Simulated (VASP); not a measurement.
Wanted: the native input for a VASP 6.6.1 run.

```yaml
Task: single point
Functional: LDA
Potentials_or_basis: VASP PAW LDA potentials, release 64 (Au)
Cutoff: 520 eV
k_mesh: 11 × 11 × 6
Occupations: fermi-dirac, width 0.05 eV
Spin: no spin polarisation
Dipole_correction: no
Further_INCAR_settings: ALGO = Fast; EDIFF = 1e-06; NBANDS = 18
```

The structure of Au lies in POSCAR:

```
Au
1.0
    2.9568771850      0.0000000000      0.0000000000
   -1.4784385925      2.5607307581      0.0000000000
    0.0000000000      0.0000000000      4.9757105734
Au
2
Direct
    0.6666666667      0.3333333333      0.2500000000
    0.3333333333      0.6666666667      0.7500000000
```

These files were run (other wordings do the same):

INCAR

```
PREC     = Accurate       # precision mode
ENCUT    = 520            # plane-wave cutoff, eV
EDIFF    = 1E-6           # SCF threshold, eV
ISMEAR   = -1             # smearing method
SIGMA    = 0.05           # smearing width, eV
LREAL    = F              # projectors in reciprocal space
LASPH    = T              # aspherical terms in the spheres
NELM     = 100            # most SCF steps
ALGO     = Fast           # electronic algorithm
ISIF     = 2              # what is computed and relaxed
LWAVE    = F              # write WAVECAR
LCHARG   = F              # write CHGCAR
NBANDS   = 18             # bands
```

KPOINTS

```
regular mesh
0
Gamma
  11 11 6
```

Potentials or basis: VASP PAW LDA potentials, release 64 (Au).

Run with:

```sh
$ cat potpaw_LDA.64/Au/POTCAR > POTCAR
$ mpirun -np 1 vasp_std > vasp.out
```

Results of the run:

- Pressure: -16.6 GPa
- Band gap on the k mesh: zero (band 11 reaches 11.07 eV, above the bottom of band 12 at 5.19 eV)

Caveat: spin-orbit coupling is left out, which moves the levels of the heavy elements.

It took 52 s on 1 thread of Intel Xeon 8259CL, with other jobs on the host, peak memory 0.16 GiB.
